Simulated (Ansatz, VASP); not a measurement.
## Cu in VASP and in Ansatz

File INCAR:

```
SYSTEM = Cu
PREC = Accurate ; ENCUT = 520
EDIFF = 1E-6 ; ISMEAR = 1
SIGMA = 0.1 ; LREAL = .FALSE.
LASPH = .TRUE. ; NELM = 60
ALGO = Fast ; ISIF = 2
LWAVE = .FALSE. ; LCHARG = .FALSE.
GGA = PS ; NBANDS = 12
```

File KPOINTS:

```
regular mesh
0
G
  20 20 20
  0 0 0
```

File POSCAR:

```
Cu
1.0
   -1.4427933200      1.4427933200      1.3760814500
    1.4427933200     -1.4427933200      1.3760814500
    1.4427933200      1.4427933200     -1.3760814500
Cu
1
Direct
    0.0000000000      0.0000000000      0.0000000000
```

Input for Ansatz:

```yaml
crystal:
  lattice:
    - [-1.44279332, 1.44279332, 1.37608145]
    - [1.44279332, -1.44279332, 1.37608145]
    - [1.44279332, 1.44279332, -1.37608145]
  atoms:
    - { symbol: Cu, position: [0.0, 0.0, 0.0] }
basis:
  ecutwfc: 420
kpoints:
  mp_grid: { grid: [20, 20, 20] }
hamiltonian:
  xc: pbesol
scf:
  occupations: { method: cold, width: 0.1 }
output:
  forces: true
  stress: true
  eigenvalues: true
```

Alike in both runs: task single point; functional PBEsol; k mesh 20 × 20 × 20; no spin polarisation.

|  | VASP | Ansatz |
| --- | --- | --- |
| version | VASP 6.6.1 | Ansatz 0.2.0 |
| potentials or method | VASP PAW PBE potentials, release 64 (Cu), cutoff 520 eV | scalar-relativistic, plane waves, PAW |
| occupations | methfessel-paxton of order 1, width 0.1 eV | cold, width 0.1 eV |
| valence electrons in the cell | 11 | 19 |

|  | VASP | Ansatz | Ansatz less VASP |
| --- | --- | --- | --- |
| gap on the k mesh at the Fermi level (eV) | none | none | - |
| pressure (GPa) | -0.5 | -1.4 | -0.94 |
| traceless stress, the component that is largest in VASP (GPa) | -0.44 | -0.40 | +0.037 |

VASP's potentials were made for PBE, not for PBEsol. A gap of «none» marks a metal or a gap that the smearing closes. VASP's potentials hold 11 valence electrons a cell and Ansatz's 19, so a difference there can come from the potentials and not from the codes.
